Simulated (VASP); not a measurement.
# TiH4 (Fm-3m) in VASP: notebook

The runs below take TiH4 through single point, relaxation of cell and atoms, with PBE.

Program: VASP 6.6.1. These are calculated values, not measurements. Logs are shortened: lines on timing, memory, paths and dates and some standing lists are left out, and cuts for length are marked.

### 1 The cell of the first run

It takes space group Fm-3m (No. 225, cubic). The conventional cell has a = 7.024 Å, b = 7.024 Å, c = 7.024 Å, α = 90.00°, β = 90.00°, γ = 90.00°. Within 2.3 Å of Ti (site symmetry -43m) lie 4 H at 1.76 Å. H (site symmetry 3m) has 3 H at 1.48 Å and 1 Ti at 1.76 Å within 2.0 Å.

The cell was generated, and may not be a known phase.

### 2 Single point, PBE

The input, INCAR:

```
  ALGO = Normal
  EDIFF = 1E-6
  ENCUT = 520
  GGA = PE
  ISIF = 2
  ISMEAR = 0
  LASPH = True
  LCHARG = False
  LREAL = False
  LWAVE = False
  NBANDS = 27
  NELM = 100
  PREC = Accurate
  SIGMA = 0.1
```

The input, KPOINTS:

```
k-points
0
Gamma
  10 10 10
```

The input, POSCAR:

```
TiH4
1.0
    0.0000000000      3.5122067788      3.5122067788
    3.5122067788      0.0000000000      3.5122067788
    3.5122067788      3.5122067788      0.0000000000
Ti H
2 8
Direct
    0.2500000000      0.2500000000      0.2500000000
    0.7500000000      0.7500000000      0.7500000000
    0.6049977003      0.6049977003      0.6049977003
    0.6049977003      0.6049977003      0.1850068992
    0.6049977003      0.1850068992      0.6049977003
    0.1850068992      0.6049977003      0.6049977003
    0.3950022997      0.3950022997      0.8149931008
    0.3950022997      0.3950022997      0.3950022997
    0.3950022997      0.8149931008      0.3950022997
    0.8149931008      0.3950022997      0.3950022997
```

Potentials or basis: VASP PAW PBE potentials, release 64 (Ti_sv, H).

Started as:

```console
$ cat potpaw_PBE.64/Ti_sv/POTCAR potpaw_PBE.64/H/POTCAR > POTCAR
$ mpirun -np 1 vasp_std > vasp.out
```

OUTCAR:

```text
EDIFF = 1E-6
   ENCUT = 520
   GGA = PE
   ISIF = 2
   ISMEAR = 0
   LASPH = True
   LREAL = False
   NELM = 100
   PREC = Accurate

 ion  position               nearest neighbor table
   1  0.250  0.250  0.250-   8 1.76   7 1.76   9 1.76  10 1.76
   2  0.750  0.750  0.750-   3 1.76   4 1.76   5 1.76   6 1.76
   3  0.605  0.605  0.605-   2 1.76
   4  0.605  0.605  0.185-   2 1.76
   5  0.605  0.185  0.605-   2 1.76
   6  0.185  0.605  0.605-   2 1.76
   7  0.395  0.395  0.815-   1 1.76
   8  0.395  0.395  0.395-   1 1.76
   9  0.395  0.815  0.395-   1 1.76
  10  0.815  0.395  0.395-   1 1.76

  LATTYP: Found a face centered cubic cell.
 ALAT       =     7.0244135576

  Lattice vectors:

 A1 = (   0.0000000000,   3.5122067788,   3.5122067788)
 A2 = (   3.5122067788,   0.0000000000,   3.5122067788)
 A3 = (   3.5122067788,   3.5122067788,   0.0000000000)

Analysis of symmetry for initial positions (statically):
=====================================================================
 Subroutine PRICEL returns:
 Original cell was already a primitive cell.

 Routine SETGRP: Setting up the symmetry group for a
 face centered cubic supercell.

 Subroutine GETGRP returns: Found 48 space group operations
 (whereof 48 operations were pure point group operations)
 out of a pool of 48 trial point group operations.

The static configuration has the point symmetry O_h .

Analysis of symmetry for dynamics (positions and initial velocities):
=====================================================================
 Subroutine PRICEL returns:
 Original cell was already a primitive cell.

 Routine SETGRP: Setting up the symmetry group for a
 face centered cubic supercell.

 Subroutine GETGRP returns: Found 48 space group operations
 (whereof 48 operations were pure point group operations)
 out of a pool of 48 trial point group operations.

The dynamic configuration has the point symmetry O_h .

 Subroutine INISYM returns: Found 48 space group operations
 (whereof 48 operations are pure point group operations),
 and found     1 'primitive' translations

----------------------------------------------------------------------------------------

                                     Primitive cell

  volume of cell :      86.6503

  direct lattice vectors                    reciprocal lattice vectors
     0.000000000  3.512206779  3.512206779    -0.142360639  0.142360639  0.142360639
     3.512206779  0.000000000  3.512206779     0.142360639 -0.142360639  0.142360639
     3.512206779  3.512206779  0.000000000     0.142360639  0.142360639 -0.142360639

  length of vectors
     4.967010460  4.967010460  4.967010460     0.246575859  0.246575859  0.246575859

  position of ions in fractional coordinates (direct lattice)
     0.250000000  0.250000000  0.250000000
     0.750000000  0.750000000  0.750000000
     0.604997700  0.604997700  0.604997700
     0.604997700  0.604997700  0.185006899
     0.604997700  0.185006899  0.604997700
     0.185006899  0.604997700  0.604997700
     0.395002300  0.395002300  0.814993101
     0.395002300  0.395002300  0.395002300
     0.395002300  0.814993101  0.395002300
     0.814993101  0.395002300  0.395002300

  ion indices of the primitive-cell ions
   primitive index   ion index
                 1           1
                 2           2
                 3           3
                 4           4
                 5           5
                 6           6
                 7           7
                 8           8
                 9           9
                10          10

----------------------------------------------------------------------------------------

 KPOINTS: k-points

Automatic generation of k-mesh.
 Grid dimensions read from file:
 generate k-points for:   10   10   10

 Generating k-lattice:

  Cartesian coordinates                     Fractional coordinates (reciprocal lattice)
    -0.014236064  0.014236064  0.014236064     0.100000000  0.000000000  0.000000000
     0.014236064 -0.014236064  0.014236064     0.000000000  0.100000000  0.000000000
     0.014236064  0.014236064 -0.014236064     0.000000000  0.000000000  0.100000000

  Length of vectors
     0.024657586  0.024657586  0.024657586

  Shift w.r.t. Gamma in fractional coordinates (k-lattice)
     0.000000000  0.000000000  0.000000000

 Subroutine IBZKPT returns following result:
 ===========================================

 Found     47 irreducible k-points:

 Following reciprocal coordinates:
            Coordinates               Weight
  0.000000  0.000000  0.000000      1.000000
  0.100000  0.000000  0.000000      8.000000
  0.200000  0.000000  0.000000      8.000000
  0.300000  0.000000  0.000000      8.000000
  0.400000  0.000000  0.000000      8.000000
  0.500000  0.000000  0.000000      4.000000
[... 16 lines left out ...]
  0.300000  0.300000  0.000000      6.000000
  0.400000  0.300000  0.000000     24.000000
 [... further k-points ...]
   k-points           NKPTS =     47   k-points in BZ     NKDIM =     47   number of bands    NBANDS=     27
   number of dos      NEDOS =    301   number of ions     NIONS =     10
   total plane-waves  NPLWV =  64000
   dimension x,y,z NGX =    40 NGY =   40 NGZ =   40
   dimension x,y,z NGXF=    80 NGYF=   80 NGZF=   80
   ions per type =               2   8
   NGX,Y,Z   is equivalent  to a cutoff of  13.39, 13.39, 13.39 a.u.
   NGXF,Y,Z  is equivalent  to a cutoff of  26.78, 26.78, 26.78 a.u.
 SYSTEM =  unknown system
   PREC   = accura    normal or accurate (medium, high low for compatibility)
   ISTART =      0    job   : 0-new  1-cont  2-samecut
   ICHARG =      2    charge: 1-file 2-atom 10-const
   ISPIN  =      1    spin polarized calculation?
   LNONCOLLINEAR =      F non collinear calculations
   LSORBIT =      F    spin-orbit coupling
   LASPH  =      T    aspherical Exc in radial PAW
   ENCUT  =  520.0 eV  38.22 Ry    6.18 a.u.   9.24  9.24  9.24*2*pi/ulx,y,z
   NELM   =    100;   NELMIN=  2; NELMDL= -5     # of ELM steps
   EDIFF  = 0.1E-05   stopping-criterion for ELM
   LREAL  =      F    real-space projection
   EDIFFG = 0.1E-04   stopping-criterion for IOM
   NSW    =      0    number of steps for IOM
   IBRION =     -1    ionic relax: 0-MD 1-quasi-New 2-CG
   NFREE  =      0    steps in history (QN), initial steepest desc. (CG)
   ISIF   =      2    stress and relaxation
   ISYM   =      2    0-nonsym 1-usesym 2-fastsym
   POTIM  = 0.5000    time-step for ionic-motion
   TEBEG  =    0.0;   TEEND  =   0.0 temperature during run
   PSTRESS=    0.0 pullay stress
   NELECT =      32.0000    total number of electrons
   NUPDOWN=      -1.0000    fix difference up-down
   EMIN   =  10.00;   EMAX   =-10.00  energy-range for DOS
   EFERMI =   0.00;   METHOD = LEGACY
   ISMEAR =     0;   SIGMA  =   0.10  broadening in eV -4-tet -1-fermi 0-gaus
   EFERMI_NEDOS =   21; number of points for ismear=-14 and -15
   IALGO  =     38    algorithm
   IMIX   =      4    mixing-type and parameters
     AMIX     =   0.40;   BMIX     =  1.00
     AMIX_MAG =   1.60;   BMIX_MAG =  1.00
  volume/ion in A,a.u.               =       8.67        58.47
  Fermi-wavevector in a.u.,A,eV,Ry     =   1.174541  2.219560 18.769862  1.379546
  Thomas-Fermi vector in A             =   2.310936
   LORBIT       =      0    0 simple, 1 ext, 2 COOP (PROOUT), +10 PAW based schemes
   GGA     = PE    functional components
   LHFCALC =     F    Hartree Fock is set to
   AEXX    =    0.0000 exact exchange contribution
   IVDW    =     0    specifies the selected vdW correction
   LEPSILON=     F    determine dielectric tensor
   LRPA    =     F    only Hartree local field effects (RPA)
 non-spin polarized calculation
 Gauss-broadening in eV      SIGMA  =   0.10
  energy-cutoff  :      520.00
  volume of cell :       86.65
 maximum number of plane-waves:      2351
 NGX is ok and might be reduce to    40
   NGX = 19   NGY = 19   NGZ = 19

 number of electron      31.9999996 magnetization

 Free energy of the ion-electron system (eV)
  ---------------------------------------------------
  ext. energy  EPLUGINS =         0.00000000
  ---------------------------------------------------
  free energy    TOTEN  =       -35.58152427 eV

  energy without entropy =      -35.55255465  energy(sigma->0) =      -35.56703946

 E-fermi :   2.5571     XC(G=0):  -9.1113

 val. band max:        2.5480721733   @ k =   0.3000   0.1000   0.0000
 cond. band min:       2.5909103530   @ k =  -0.3000   0.1000   0.0000
 fundamental gap:      0.0428381797
 Fermi energy:         2.5571327123

 k-point     1 :       0.0000    0.0000    0.0000
  band No.  band energies     occupation
      1     -54.4172      2.00000
      2     -54.4065      2.00000
      3     -30.7056      2.00000
      4     -30.7056      2.00000
      5     -30.7056      2.00000
      6     -30.6642      2.00000
[... 19 lines left out ...]
     26       5.3766      0.00000
     27       6.1473      0.00000

 k-point     2 :       0.1000    0.0000    0.0000
  band No.  band energies     occupation
      1     -54.4169      2.00000
      2     -54.4067      2.00000
      3     -30.7048      2.00000
      4     -30.7047      2.00000
      5     -30.7047      2.00000
      6     -30.6654      2.00000
[... 19 lines left out ...]
     26       5.4091      0.00000
     27       6.7130      0.00000

 k-point     3 :       0.2000    0.0000    0.0000
  band No.  band energies     occupation
      1     -54.4161      2.00000
      2     -54.4075      2.00000
      3     -30.7023      2.00000
      4     -30.7018      2.00000
      5     -30.7018      2.00000
      6     -30.6688      2.00000
[... 19 lines left out ...]
     26       5.6081      0.00000
     27       7.3716      0.00000

 k-point     4 :       0.3000    0.0000    0.0000
  band No.  band energies     occupation
      1     -54.4149      2.00000
      2     -54.4087      2.00000
      3     -30.6984      2.00000
      4     -30.6974      2.00000
      5     -30.6974      2.00000
      6     -30.6739      2.00000
[... 19 lines left out ...]
     26       6.0725      0.00000
     27       7.7616      0.00000

 k-point     5 :       0.4000    0.0000    0.0000
  band No.  band energies     occupation
      1     -54.4134      2.00000
      2     -54.4101      2.00000
      3     -30.6932      2.00000
      4     -30.6917      2.00000
      5     -30.6917      2.00000
      6     -30.6800      2.00000
[... 19 lines left out ...]
     26       6.7639      0.00000
     27       8.2412      0.00000

 k-point     6 :       0.5000    0.0000    0.0000
  band No.  band energies     occupation
      1     -54.4118      2.00000
      2     -54.4118      2.00000
      3     -30.6886      2.00000
      4     -30.6862      2.00000
      5     -30.6862      2.00000
      6     -30.6848      2.00000
[... 444 lines left out ...]
      1     -54.4135      2.00000
      2     -54.4101      2.00000
      3     -30.7113      2.00000
      4     -30.6891      2.00000
      5     -30.6882      2.00000
      6     -30.6833      2.00000
[... 19 lines left out ...]
     26       7.0932      0.00000
     27       8.8871      0.00000

 k-point    22 :      -0.2000    0.2000    0.0000
  band No.  band energies     occupation
      1     -54.4147      2.00000
      2     -54.4089      2.00000
      3     -30.7104      2.00000
      4     -30.6903      2.00000
      5     -30.6895      2.00000
      6     -30.6818      2.00000
[... 19 lines left out ...]
     26       6.4033      0.00000
     27       8.4517      0.00000

 k-point    23 :       0.3000    0.3000    0.0000
  band No.  band energies     occupation
      1     -54.4148      2.00000
      2     -54.4088      2.00000
      3     -30.7101      2.00000
      4     -30.7101      2.00000
      5     -30.7006      2.00000
      6     -30.6717      2.00000
[... 19 lines left out ...]
     26       6.5971      0.00000
     27       9.6624      0.00000

 k-point    24 :       0.4000    0.3000    0.0000
  band No.  band energies     occupation
      1     -54.4141      2.00000
      2     -54.4095      2.00000
      3     -30.7101      2.00000
      4     -30.7098      2.00000
      5     -30.7079      2.00000
      6     -30.6647      2.00000
[... 19 lines left out ...]
     26       6.9056      0.00000
     27       9.7835      0.00000

 [... further k-points ...]

------------------------ aborting loop because EDIFF is reached ----------------------------------------

  FORCE on cell =-STRESS in cart. coord.  units (eV):
  Direction    XX          YY          ZZ          XY          YZ          ZX
  --------------------------------------------------------------------------------------
  -------------------------------------------------------------------------------------
  Total       -0.1028874     -0.1028874     -0.1028874     -0.0000000      0.0000000      0.0000000
  in kB       -1.9024033     -1.9024033     -1.9024033     -0.0000000      0.0000000      0.0000000
  external PRESSURE =      -1.9024033 kB  Pullay stress =       0.0000000 kB

 VOLUME and BASIS-vectors are now :
 -----------------------------------------------------------------------------
  energy-cutoff  :      520.00
  volume of cell :       86.65
      direct lattice vectors                 reciprocal lattice vectors
     0.000000000  3.512206779  3.512206779    -0.142360639  0.142360639  0.142360639
     3.512206779  0.000000000  3.512206779     0.142360639 -0.142360639  0.142360639
     3.512206779  3.512206779  0.000000000     0.142360639  0.142360639 -0.142360639

 POSITION                                       TOTAL-FORCE (eV/Angst)
 -----------------------------------------------------------------------------------
      1.75610      1.75610      1.75610         0.000000      0.000000      0.000000
      5.26831      5.26831      5.26831         0.000000      0.000000     -0.000000
      4.24975      4.24975      4.24975        -0.001911     -0.001911     -0.001911
      2.77466      2.77466      4.24975         0.001911      0.001911     -0.001911
      2.77466      4.24975      2.77466         0.001911     -0.001911      0.001911
      4.24975      2.77466      2.77466        -0.001911      0.001911      0.001911
      4.24975      4.24975      2.77466        -0.001911     -0.001911      0.001911
      2.77466      2.77466      2.77466         0.001911      0.001911      0.001911
      4.24975      2.77466      4.24975        -0.001911      0.001911     -0.001911
      2.77466      4.24975      4.24975         0.001911     -0.001911     -0.001911
 -----------------------------------------------------------------------------------
    total drift:                                0.000000     -0.000000      0.000000

  FREE ENERGIE OF THE ION-ELECTRON SYSTEM (eV)
  ---------------------------------------------------
  free  energy   TOTEN  =       -35.5815242682 eV

  energy  without entropy=      -35.5525546504  energy(sigma->0) =      -35.56703946
```

Wall time 3.9 min (1 thread of Intel Xeon 8259CL, shared host); peak memory 0.28 GiB.

What came out:

| Item | Value |
| --- | --- |
| Free energy | -35.5815 eV |
| Pressure | -0.2 GPa |
| Largest force | 0.003 eV/Å |
| Band gap on the k mesh | zero (bands 16 and 17 overlap by 0.32 eV) |

Forces on the atoms (eV/Å):
```
Ti   0.000  0.000  0.000
Ti   0.000  0.000  0.000
H   -0.002 -0.002 -0.002
H    0.002  0.002 -0.002
H    0.002 -0.002  0.002
H   -0.002  0.002  0.002
H   -0.002 -0.002  0.002
H    0.002  0.002  0.002
H   -0.002  0.002 -0.002
H    0.002 -0.002 -0.002
```

Levels at points of the mesh, in eV from the Fermi level:
| k point | band 12 | band 13 | band 14 | band 15 | band 16 | band 17 | band 18 | band 19 | band 20 | band 21 |
| --- | --- | --- | --- | --- | --- | --- | --- | --- | --- | --- |
| (0.00, 0.00, 0.00) | -4.41 | -0.84 | -0.84 | -0.84 | -0.24 | -0.24 | 1.54 | 2.24 | 2.24 | 2.55 |
| (0.50, 0.00, 0.00) | -4.40 | -1.48 | -1.01 | -1.01 | -0.07 | 0.42 | 0.42 | 0.86 | 0.86 | 2.79 |
| (0.50, 0.50, 0.00) | -4.44 | -2.06 | -0.86 | -0.86 | -0.47 | 0.12 | 0.75 | 1.32 | 1.32 | 1.91 |

(Continued in part 2 of 2.)

The gap in the log of VASP goes by the Fermi energy; the results here count the filled bands.